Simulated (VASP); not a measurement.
Runs of VASP 6.6.1 on Cl. Symmetry: Cmce, No. 64, orthorhombic system. Conventional cell: a = 6.290 Å, b = 4.500 Å, c = 8.210 Å, α = 90.00°, β = 90.00°, γ = 90.00°. Within 2.7 Å of Cl (site symmetry m) lie 1 Cl at 2.02 Å. 

```csv
cell,gap on the mesh (eV),pressure (GPa),largest force (eV/Å)
relaxed to 2 GPa,2.33,2.0,-
relaxed,(b),0.0,-
relaxed to 4 GPa,2.27,4.0,0.01
relaxed to 6 GPa,(a),6.0,0.01
relaxed to 8 GPa,2.15,8.0,0.01
```

Alike in all rows: task relaxation of cell and atoms; level PBE; potentials or basis VASP PAW PBE potentials, release 64 (Cl); no spin polarisation; k mesh 6 × 6 × 2; cutoff (eV) 600; smearing gaussian 0.01 eV.

Task: Estimate the missing entries.

Result: (a) 2.20; (b) 2.41.

Caveats: this functional lacks dispersion, which holds the molecules together, so the pressure and a relaxed volume are unreliable; the cell is relaxed towards a set pressure, so the run minimises the enthalpy, not the energy (at least some runs).

A k mesh can miss the band edges.
